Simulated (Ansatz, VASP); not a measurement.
Co in VASP and in Ansatz

```
Co
1.0
     2.44931    0.00000    0.00000
     0.00000    2.44931    0.00000
     0.00000    0.00000    2.44931
Co
1
Direct
  0.00000 0.00000 0.00000
```

Alike in both runs: task single point; functional revPBE; k mesh 15 × 15 × 15; occupations fermi-dirac, width 0.05 eV; collinear spin.

|  | VASP | Ansatz |
| --- | --- | --- |
| version | VASP 6.6.1 | Ansatz 0.2.0 |
| potentials or method | VASP PAW PBE potentials, release 64 (Co), cutoff 520 eV | plane waves (420 eV) with PAW, scalar-relativistic |
| valence electrons in the cell | 9 | 17 |

|  | VASP | Ansatz | Ansatz less VASP |
| --- | --- | --- | --- |
| pressure (GPa) | -12.4 | -12.0 | +0.32 |
| net moment per atom (μB) | 1.95 | 1.97 | +0.023 |
| size of the moment on the site where the two differ most (μB) | 1.97 | 2.01 | +0.037 |

VASP's potentials were made for PBE, not for revPBE. Site moments also hang on the region over which each program counts them. The functional is the same, so the differences come from potentials, cutoffs and numerics. VASP's potentials hold 9 valence electrons a cell and Ansatz's 17, so a difference there can come from the potentials and not from the codes.
